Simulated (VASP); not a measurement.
# Sr2Tl3 (Pm-3m) in VASP: a series of runs

The runs below take Sr2Tl3 through single point, with PBE.

Program: VASP 6.6.1. These are calculated values, not measurements. Logs are shortened: lines on timing, memory, paths and dates and some standing lists are left out, and cuts for length are marked.

**1. The cell of the first run**

Symmetry: Pm-3m, No. 221, cubic system. The conventional cell has a = 4.919 Å, b = 4.919 Å, c = 4.919 Å, α = 90.00°, β = 90.00°, γ = 90.00°. Within 3.2 Å of Sr (site symmetry m-3m) lie 6 Tl at 2.46 Å. Sr (site symmetry m-3m) has 12 Tl at 3.48 Å and 8 Sr at 4.26 Å within 4.6 Å. Within 3.2 Å of Tl (site symmetry 4/mmm) lie 2 Sr at 2.46 Å.

The cell was generated, and may not be a known phase.

**2. Single point, PBE**

Contents of INCAR:

```
PREC = Accurate
ENCUT = 520
EDIFF = 1E-6
ISMEAR = 0
SIGMA = 0.1
LREAL = F
LASPH = T
NELM = 80
ALGO = Fast
ISIF = 2
LWAVE = F
LCHARG = F
GGA = PE
NBANDS = 38
```

Contents of KPOINTS:

```
regular mesh
0
Gamma
  4 4 4
```

Contents of POSCAR:

```
Sr2Tl3
1.0
    4.9186128800      0.0000000000      0.0000000000
    0.0000000000      4.9186128800      0.0000000000
    0.0000000000      0.0000000000      4.9186128800
Sr Tl
2 3
Direct
    0.5000000000      0.5000000000      0.5000000000
    0.0000000000      0.0000000000      0.0000000000
    0.0000000000      0.5000000000      0.5000000000
    0.5000000000      0.0000000000      0.5000000000
    0.5000000000      0.5000000000      0.0000000000
```

Potentials or basis: VASP PAW PBE potentials, release 64 (Sr_sv, Tl_d).

Command:

```sh
> cat potpaw_PBE.64/Sr_sv/POTCAR potpaw_PBE.64/Tl_d/POTCAR > POTCAR
> mpirun -np 1 vasp_std > vasp.out
```

OUTCAR:

```text
PREC = Accurate
   ENCUT = 520
   EDIFF = 1E-6
   ISMEAR = 0
   LREAL = F
   LASPH = T
   NELM = 80
   ISIF = 2
   GGA = PE

 ion  position               nearest neighbor table
   1  0.500  0.500  0.500-   3 2.46   4 2.46   5 2.46   5 2.46   4 2.46   3 2.46   2 4.26   2 4.26
                             2 4.26   2 4.26   2 4.26   2 4.26   2 4.26   2 4.26
   2  0.000  0.000  0.000-   3 3.48   4 3.48   5 3.48   3 3.48   4 3.48   3 3.48   5 3.48   3 3.48
                             4 3.48   5 3.48   4 3.48   5 3.48   1 4.26   1 4.26   1 4.26   1 4.26
   3  0.000  0.500  0.500-   1 2.46   1 2.46   4 3.48   5 3.48   2 3.48   5 3.48   2 3.48   4 3.48
                             2 3.48   2 3.48   4 3.48   5 3.48   5 3.48   4 3.48
   4  0.500  0.000  0.500-   1 2.46   1 2.46   3 3.48   5 3.48   2 3.48   5 3.48   2 3.48   3 3.48
                             5 3.48   5 3.48   2 3.48   3 3.48   2 3.48   3 3.48
   5  0.500  0.500  0.000-   1 2.46   1 2.46   3 3.48   4 3.48   2 3.48   3 3.48   4 3.48   2 3.48
                             4 3.48   4 3.48   2 3.48   3 3.48   3 3.48   2 3.48

  LATTYP: Found a simple cubic cell.
 ALAT       =     4.9186128800

  Lattice vectors:

 A1 = (   4.9186128800,   0.0000000000,   0.0000000000)
 A2 = (   0.0000000000,   4.9186128800,   0.0000000000)
 A3 = (   0.0000000000,   0.0000000000,   4.9186128800)

Analysis of symmetry for initial positions (statically):
=====================================================================
 Subroutine PRICEL returns:
 Original cell was already a primitive cell.

 Routine SETGRP: Setting up the symmetry group for a
 simple cubic supercell.

 Subroutine GETGRP returns: Found 48 space group operations
 (whereof 48 operations were pure point group operations)
 out of a pool of 48 trial point group operations.

The static configuration has the point symmetry O_h .

Analysis of symmetry for dynamics (positions and initial velocities):
=====================================================================
 Subroutine PRICEL returns:
 Original cell was already a primitive cell.

 Routine SETGRP: Setting up the symmetry group for a
 simple cubic supercell.

 Subroutine GETGRP returns: Found 48 space group operations
 (whereof 48 operations were pure point group operations)
 out of a pool of 48 trial point group operations.

The dynamic configuration has the point symmetry O_h .

 Subroutine INISYM returns: Found 48 space group operations
 (whereof 48 operations are pure point group operations),
 and found     1 'primitive' translations

[... 89 lines left out ...]
   IBRION =     -1    ionic relax: 0-MD 1-quasi-New 2-CG
   NFREE  =      0    steps in history (QN), initial steepest desc. (CG)
   ISIF   =      2    stress and relaxation
   ISYM   =      2    0-nonsym 1-usesym 2-fastsym
   POTIM  = 0.5000    time-step for ionic-motion
   TEBEG  =    0.0;   TEEND  =   0.0 temperature during run
   PSTRESS=    0.0 pullay stress
   NELECT =      59.0000    total number of electrons
   NUPDOWN=      -1.0000    fix difference up-down
   EMIN   =  10.00;   EMAX   =-10.00  energy-range for DOS
   EFERMI =   0.00;   METHOD = LEGACY
   ISMEAR =     0;   SIGMA  =   0.10  broadening in eV -4-tet -1-fermi 0-gaus
   EFERMI_NEDOS =   21; number of points for ismear=-14 and -15
   IALGO  =     68    algorithm
   IMIX   =      4    mixing-type and parameters
     AMIX     =   0.40;   BMIX     =  1.00
     AMIX_MAG =   1.60;   BMIX_MAG =  1.00
  volume/ion in A,a.u.               =      23.80       160.60
  Fermi-wavevector in a.u.,A,eV,Ry     =   1.295735  2.448584 22.843219  1.678929
  Thomas-Fermi vector in A             =   2.427236
   LORBIT       =      0    0 simple, 1 ext, 2 COOP (PROOUT), +10 PAW based schemes
   GGA     = PE    functional components
   LHFCALC =     F    Hartree Fock is set to
   AEXX    =    0.0000 exact exchange contribution
   IVDW    =     0    specifies the selected vdW correction
   LEPSILON=     F    determine dielectric tensor
   LRPA    =     F    only Hartree local field effects (RPA)
 non-spin polarized calculation
 RMM-DIIS sequential band-by-band and
 Gauss-broadening in eV      SIGMA  =   0.10
  energy-cutoff  :      520.00
  volume of cell :      118.99
 maximum number of plane-waves:      3220
 NGX is ok and might be reduce to    40
   NGX = 19   NGY = 19   NGZ = 19

 number of electron      58.9999989 magnetization

 Free energy of the ion-electron system (eV)
  ---------------------------------------------------
  ext. energy  EPLUGINS =         0.00000000
  ---------------------------------------------------
  free energy    TOTEN  =        -0.88092769 eV

  energy without entropy =       -0.86881637  energy(sigma->0) =       -0.87487203

 E-fermi :   7.2230     XC(G=0): -10.7180

 val. band max:        7.1109103822   @ k =   0.5000   0.0000   0.0000
 cond. band min:       7.2464514958   @ k =   0.5000   0.2500   0.2500
 fundamental gap:      0.1355411136
 Fermi energy:         7.2230265735

 k-point     1 :       0.0000    0.0000    0.0000
  band No.  band energies     occupation
      1     -28.4875      2.00000
      2     -28.1277      2.00000
      3     -11.1270      2.00000
      4     -11.1270      2.00000
      5     -11.1270      2.00000
      6     -10.1941      2.00000
[... 399 lines left out ...]
     37      12.0180      0.00000
     38      12.0180      0.00000

------------------------ aborting loop because EDIFF is reached ----------------------------------------

  FORCE on cell =-STRESS in cart. coord.  units (eV):
  Direction    XX          YY          ZZ          XY          YZ          ZX
  --------------------------------------------------------------------------------------
  -------------------------------------------------------------------------------------
  Total       31.3571622     31.3571622     31.3571622      0.0000000      0.0000000      0.0000000
  in kB      422.2011447    422.2011447    422.2011447      0.0000000      0.0000000      0.0000000
  external PRESSURE =     422.2011447 kB  Pullay stress =       0.0000000 kB

 VOLUME and BASIS-vectors are now :
 -----------------------------------------------------------------------------
  energy-cutoff  :      520.00
  volume of cell :      118.99
      direct lattice vectors                 reciprocal lattice vectors
     4.918612880  0.000000000  0.000000000     0.203309353  0.000000000  0.000000000
     0.000000000  4.918612880  0.000000000     0.000000000  0.203309353  0.000000000
     0.000000000  0.000000000  4.918612880     0.000000000  0.000000000  0.203309353

 POSITION                                       TOTAL-FORCE (eV/Angst)
 -----------------------------------------------------------------------------------
      2.45931      2.45931      2.45931         0.000000      0.000000      0.000000
      0.00000      0.00000      0.00000         0.000000      0.000000      0.000000
      0.00000      2.45931      2.45931         0.000000      0.000000      0.000000
      2.45931      0.00000      2.45931         0.000000      0.000000      0.000000
      2.45931      2.45931      0.00000         0.000000      0.000000      0.000000
 -----------------------------------------------------------------------------------
    total drift:                               -0.000000     -0.000000     -0.000000

  FREE ENERGIE OF THE ION-ELECTRON SYSTEM (eV)
  ---------------------------------------------------
  free  energy   TOTEN  =        -0.8809276885 eV

  energy  without entropy=       -0.8688163735  energy(sigma->0) =       -0.87487203
```

Wall time 85 s (1 thread of Oxide Virtual Turin-like, shared host); peak memory 0.21 GiB.

Results:

| Item | Value |
| --- | --- |
| Free energy | -0.8809 eV |
| Pressure | 42.2 GPa |
| Band gap on the k mesh | zero (an odd number of electrons rules out a gap without spin polarisation) |

Caveat: the cell stands under pressure; spin-orbit coupling is left out, which moves the levels of the heavy elements.

**3. Single point, PBE**

This run uses another cell than the first one, of 45.76 Å³/atom.

Contents of INCAR:

```
SYSTEM = Sr2Tl3
  ALGO = Fast
  EDIFF = 1E-6
  ENCUT = 520
  GGA = PE
  ISIF = 2
  ISMEAR = 0
  LASPH = .True.
  LCHARG = .False.
  LREAL = .False.
  LWAVE = .False.
  NBANDS = 38
  NELM = 80
  PREC = Accurate
  SIGMA = 0.1
```

Contents of KPOINTS:

```
k-points
0
Gamma
  4 4 4
  0 0 0
```

Changes to POSCAR since step 2:

```diff
@@ -2,5 +2,5 @@
 1.0
-    4.9186128800      0.0000000000      0.0000000000
-    0.0000000000      4.9186128800      0.0000000000
-    0.0000000000      0.0000000000      4.9186128800
+    6.1160304911      0.0000000000      0.0000000000
+    0.0000000000      6.1160304911      0.0000000000
+    0.0000000000      0.0000000000      6.1160304911
 Sr Tl
```

Potentials or basis: VASP PAW PBE potentials, release 64 (Sr_sv, Tl_d).

Command:

```sh
> cat potpaw_PBE.64/Sr_sv/POTCAR potpaw_PBE.64/Tl_d/POTCAR > POTCAR
> mpirun -np 1 vasp_std > vasp.out
```

Wall time 3.2 min (1 thread of Oxide Virtual Turin-like, shared host); peak memory 0.32 GiB.

It converged, with:

| Property | Result |
| --- | --- |
| Free energy | -8.7781 eV |
| Pressure | 0.3 GPa |
| Band gap on the k mesh | zero (an odd number of electrons rules out a gap without spin polarisation) |

Levels at points of the mesh, in eV from the Fermi level:
```
           k point  band 27  band 28  band 29  band 30  band 31  band 32
(0.00, 0.00, 0.00)    -0.56    -0.56    -0.56     0.99     2.04     2.04
(0.50, 0.00, 0.00)    -0.59    -0.20    -0.16    -0.16     0.24     0.24
(0.50, 0.50, 0.00)    -1.91    -1.01     0.06     0.06     0.56     0.56
(0.50, 0.50, 0.50)    -1.93    -1.39    -1.39    -1.39     0.61     0.61
```

Caveat: spin-orbit coupling is left out, which moves the levels of the heavy elements.

The gap in the log of VASP goes by the Fermi energy; the results here count the filled bands.